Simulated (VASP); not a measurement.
# Ba (Im-3m) in VASP: a series of runs, part 2 of 2

VASP 6.6.1. Earlier steps stand in the parts before.

## Step 4: Single point, PBE

This run uses another cell than the first one, of 36.31 Å³/atom.

Input file INCAR:

```
ALGO = Normal
EDIFF = 1E-6
ENCUT = 500
GGA = PE
GGA_COMPAT = False
ISIF = 2
ISMEAR = 1
LASPH = True
LCHARG = False
LREAL = False
LWAVE = False
NBANDS = 11
NELM = 120
PREC = Accurate
SIGMA = 0.05
```

Input file KPOINTS:

```
k-points
0
Gamma
  12 12 12
```

Input file POSCAR:

```
Ba
1.0
   -2.0859652228      2.0859652228      2.0859652228
    2.0859652228     -2.0859652228      2.0859652228
    2.0859652228      2.0859652228     -2.0859652228
Ba
1
Direct
    0.0000000000      0.0000000000      0.0000000000
```

Started as:

```sh
$ cat potpaw_PBE.64/Ba_sv/POTCAR > POTCAR
$ mpirun -np 1 vasp_std > vasp.out
```

Run time: 11 s. Hardware: 1 thread of Intel Xeon 6975P-C (Granite Rapids), shared host; peak memory 0.16 GiB.

The run converged. Its results:

```
Free energy            : -1.2694 eV
Pressure               : 10.9 GPa
Band gap on the k mesh : zero (bands 5 and 6 overlap by 3.18 eV)
```

Levels at points of the mesh, in eV from the Fermi level:
```tsv
k point	band 2	band 3	band 4	band 5	band 6	band 7	band 8	band 9
(0.00, 0.00, 0.00)	-12.59	-12.59	-12.59	-2.56	2.28	2.28	2.28	4.61
(0.50, 0.00, 0.00)	-14.78	-13.25	-12.65	-1.50	0.27	4.02	5.00	5.86
(0.50, 0.50, 0.50)	-14.02	-14.02	-14.02	-1.82	-1.82	7.72	7.72	7.72
```

Caveat: the cell stands under pressure; spin-orbit coupling is left out, which moves the levels of the heavy elements.

## Step 5: Single point, PBE

This run uses another cell than the first one, of 63.41 Å³/atom.

Input file INCAR:

```
PREC = Accurate
ENCUT = 500
EDIFF = 1E-6
ISMEAR = 1
SIGMA = 0.05
LREAL = False
LASPH = True
NELM = 120
ALGO = Normal
ISIF = 2
LWAVE = False
LCHARG = False
GGA = PE
NBANDS = 11
GGA_COMPAT = False
```

Input file KPOINTS:

```
regular mesh
0
Gamma
  12 12 12
```

Input file POSCAR:

```
Ba
1.0
   -2.5121110080      2.5121110080      2.5121110080
    2.5121110080     -2.5121110080      2.5121110080
    2.5121110080      2.5121110080     -2.5121110080
Ba
1
Direct
    0.0000000000      0.0000000000      0.0000000000
```

Started as:

```sh
$ cat potpaw_PBE.64/Ba_sv/POTCAR > POTCAR
$ mpirun -np 1 vasp_std > vasp.out
```

Wall time 12 s (1 thread of Intel Xeon 6975P-C (Granite Rapids), shared host); peak memory 0.19 GiB.

It converged, with:

```yaml
Free_energy: -1.9077 eV
Pressure: 0.0 GPa
Band_gap_on_the_k_mesh: zero (bands 5 and 6 overlap by 1.05 eV)
```

Levels at points of the mesh, in eV from the Fermi level:
```
           k point  band 1  band 2  band 3  band 4  band 5  band 6  band 7  band 8  band 9  band 10
(0.00, 0.00, 0.00)  -28.89  -13.85  -13.85  -13.85   -2.74    1.83    1.83    1.83    3.22     3.22
(0.50, 0.00, 0.00)  -28.85  -14.30  -13.99  -13.85   -0.88    0.70    1.23    3.19    3.76     5.19
(0.50, 0.50, 0.50)  -28.82  -14.16  -14.16  -14.16   -0.53   -0.53    4.33    4.33    4.33     4.70
```

Caveat: spin-orbit coupling is left out, which moves the levels of the heavy elements.

## Step 6: Relaxation of cell and atoms, PBE

This run uses another cell than the first one, of 62.88 Å³/atom.

Input file INCAR:

```
SYSTEM = Ba
ALGO     = Normal         ! electronic algorithm
EDIFF    = 1E-7           ! SCF threshold, eV
EDIFFG   = -0.01          ! ionic threshold
ENCUT    = 500            ! plane-wave cutoff, eV
GGA      = PE             ! functional
GGA_COMPAT= .FALSE.      
IBRION   = 2              ! ionic algorithm
ISIF     = 3              ! what is computed and relaxed
ISMEAR   = 1              ! smearing method
LASPH    = .TRUE.         ! aspherical terms in the spheres
LCHARG   = .FALSE.        ! write CHGCAR
LREAL    = .FALSE.        ! projectors in reciprocal space
LWAVE    = .FALSE.        ! write WAVECAR
NELM     = 120            ! most SCF steps
NELMIN   = 4            
NSW      = 60             ! ionic steps
PREC     = Accurate       ! precision mode
SIGMA    = 0.05           ! smearing width, eV
```

Input file KPOINTS:

```
k-points
0
G
  12 12 12
  0 0 0
```

Input file POSCAR:

```
Ba
1.0
   -2.5050000000      2.5050000000      2.5050000000
    2.5050000000     -2.5050000000      2.5050000000
    2.5050000000      2.5050000000     -2.5050000000
Ba
1
Direct
    0.0000000000      0.0000000000      0.0000000000
```

Potentials or basis: VASP PAW PBE potentials, release 64 (Ba_sv).

Started as:

```sh
$ cat potpaw_PBE.64/Ba_sv/POTCAR > POTCAR
$ mpirun -np 1 vasp_std > vasp.out
```

OUTCAR:

```text
SYSTEM = Ba
   EDIFF = 1E-7
   EDIFFG = -0.01
   ENCUT = 500
   GGA = PE
   IBRION = 2
   ISIF = 3
   ISMEAR = 1
   LASPH = .TRUE.
   LREAL = .FALSE.
   NELM = 120
   NELMIN = 4
   NSW = 60
   PREC = Accurate

 ion  position               nearest neighbor table
   1  0.000  0.000  0.000-

  LATTYP: Found a body centered cubic cell.
 ALAT       =     5.0100000000

  Lattice vectors:

 A1 = (  -2.5050000000,   2.5050000000,   2.5050000000)
 A2 = (   2.5050000000,  -2.5050000000,   2.5050000000)
 A3 = (   2.5050000000,   2.5050000000,  -2.5050000000)

Analysis of symmetry for initial positions (statically):
=====================================================================
 Subroutine PRICEL returns:
 Original cell was already a primitive cell.

[... 255 lines left out ...]
 Fermi energy:         1.6040367763

 k-point     1 :       0.0000    0.0000    0.0000
  band No.  band energies     occupation
      1     -27.2984      2.00000
      2     -12.2539      2.00000
      3     -12.2539      2.00000
      4     -12.2539      2.00000
      5      -1.1368      2.00000
      6       3.4250      0.00000
      7       3.4250      0.00000
      8       3.4250      0.00000
      9       4.8104      0.00000
[... 265 lines left out ...]
 k-point    24 :       0.4167    0.0833    0.0833
  band No.  band energies     occupation
      1     -27.2565      2.00000
      2     -12.6670      2.00000
      3     -12.4166      2.00000
      4     -12.2860      2.00000
      5       0.9928      2.00000
      6       2.2113     -0.00000
      7       2.6619      0.00000
      8       4.9012      0.00000
      9       5.3732      0.00000

 [... further k-points ...]

------------------------ aborting loop because EDIFF is reached ----------------------------------------

  FORCE on cell =-STRESS in cart. coord.  units (eV):
  Direction    XX          YY          ZZ          XY          YZ          ZX
  --------------------------------------------------------------------------------------
  -------------------------------------------------------------------------------------
  Total        0.0023627      0.0023627      0.0023627      0.0000000      0.0000000     -0.0000000
  in kB        0.0593939      0.0593939      0.0593939      0.0000000      0.0000000     -0.0000000
  external PRESSURE =       0.0593939 kB  Pullay stress =       0.0000000 kB
[... 16 lines left out ...]
  FREE ENERGIE OF THE ION-ELECTRON SYSTEM (eV)
  ---------------------------------------------------
  free  energy   TOTEN  =        -1.9077088652 eV

  energy  without entropy=       -1.9076452421  energy(sigma->0) =       -1.90768766

 reached required accuracy - stopping structural energy minimisation
```

OSZICAR:

```text
N       E                     dE             d eps       ncg     rms          rms(c)
DAV:   1     0.546552292523E+02    0.54655E+02   -0.41985E+03  1304   0.884E+02
DAV:   2     0.253488299439E+00   -0.54402E+02   -0.53545E+02  1575   0.147E+02
DAV:   3    -0.186062874974E+01   -0.21141E+01   -0.21045E+01  1679   0.337E+01
[... 25 lines left out ...]
DAV:   5    -0.190770738054E+01   -0.20655E-04   -0.39424E-05  1512   0.550E-02    0.875E-03
DAV:   6    -0.190770786504E+01   -0.48450E-06   -0.30064E-06  1582   0.126E-02    0.493E-03
DAV:   7    -0.190770857412E+01   -0.70908E-06   -0.32158E-07  1515   0.604E-03    0.112E-03
DAV:   8    -0.190770881674E+01   -0.24262E-06   -0.85745E-09   701   0.103E-03    0.459E-04
DAV:   9    -0.190770886523E+01   -0.48486E-07   -0.11106E-08   668   0.125E-03
   3 F= -.19077089E+01 E0= -.19076877E+01  d E =-.341733E-03
```

Wall time 27 s (1 thread of Intel Xeon 6975P-C (Granite Rapids), shared host); peak memory 0.2 GiB.

What came out:

| Item | Value |
| --- | --- |
| Free energy | -1.9077 eV |
| Relaxed volume | 63.73 Å³/atom |
| Relaxed cell | a = 4.358 Å, b = 4.358 Å, c = 4.358 Å, α = 109.47°, β = 109.47°, γ = 109.47° |
| Space group after relaxing (to 0.1 Å) | Im-3m (No. 229) |
| Energy gained by relaxing | 0.3 meV/atom |
| Ionic steps | 3 |
| Pressure after relaxing | 0.0 GPa |
| Band gap on the k mesh | zero (bands 5 and 6 overlap by 1.04 eV) |

The path:
```
step  energy change (eV)  largest force (eV/Å)  pressure (GPa)  volume (Å³)
   1              0.0000                0.0000            0.12        62.88
   2             -0.0002                0.0000            0.06        63.31
   3             -0.0003                0.0000            0.01        63.73
```

Final structure:
```
CELL_PARAMETERS angstrom
-2.51636 2.51636 2.51636
2.51636 -2.51636 2.51636
2.51636 2.51636 -2.51636
ATOMIC_POSITIONS crystal
Ba 0.00000 0.00000 0.00000
```

Caveat: spin-orbit coupling is left out, which moves the levels of the heavy elements.

## Step 7: Summary

| task | cell | gap on the mesh (eV) | pressure (GPa) |
| --- | --- | --- | --- |
| single point | a = 3.171 Å, angles 109.5°, 1 atom | none | 35.5 |
| single point | a = 3.341 Å, angles 109.5°, 1 atom | none | 22.4 |
| single point | a = 3.613 Å, angles 109.5°, 1 atom | none | 10.9 |
| single point | a = 4.351 Å, angles 109.5°, 1 atom | none | 0.0 |
| relaxation of cell and atoms | relaxed from a = 4.339 Å, angles 109.5°, 1 atom | none | 0.0 |

Alike in all rows: level PBE; potentials or basis VASP PAW PBE potentials, release 64 (Ba_sv); no spin polarisation; k mesh 12 × 12 × 12; cutoff (eV) 500; smearing methfessel-paxton 0.05 eV.

Caveats: spin-orbit coupling is left out, which moves the levels of the heavy elements; the cell stands under pressure (at least some runs).

Absolute energies hang on the potentials; compare differences alone.
